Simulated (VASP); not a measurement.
A run of VASP 6.6.1 is set up as follows.

The input INCAR:

```
SYSTEM = Ir
ALGO     = Normal         ! electronic algorithm
EDIFF    = 1E-6           ! SCF threshold, eV
ENCUT    = 520            ! plane-wave cutoff, eV
GGA      = PE             ! functional
ISIF     = 2              ! what is computed and relaxed
ISMEAR   = 0              ! smearing method
LASPH    = .TRUE.         ! aspherical terms in the spheres
LCHARG   = .FALSE.        ! write CHGCAR
LREAL    = .FALSE.        ! projectors in reciprocal space
LWAVE    = .FALSE.        ! write WAVECAR
NBANDS   = 10             ! bands
NELM     = 80             ! most SCF steps
PREC     = Accurate       ! precision mode
SIGMA    = 0.15           ! smearing width, eV
```

The input KPOINTS:

```
k-points
0
G
  22 22 22
  0 0 0
```

The input POSCAR:

```
Ir
1.0
    0.0000000000      2.0732760000      2.0732760000
    2.0732760000      0.0000000000      2.0732760000
    2.0732760000      2.0732760000      0.0000000000
Ir
1
Direct
    0.0000000000      0.0000000000      0.0000000000
```

Potentials or basis: VASP PAW PBE potentials, release 64 (Ir).

Command:

```bash
$ cat potpaw_PBE.64/Ir/POTCAR > POTCAR
$ mpirun -np 1 vasp_std > vasp.out
```

(1) What does it give for the band gap on the k mesh?

(2) What does it give for the pressure?

Answers

(1) zero (an odd number of electrons rules out a gap without spin polarisation).

(2) -41.6 GPa.

Caveat: the cell differs from its parent crystal (strain +0.080 along x and y, +0.080 along z); the cell stands under tension; spin-orbit coupling is left out, which moves the levels of the heavy elements.
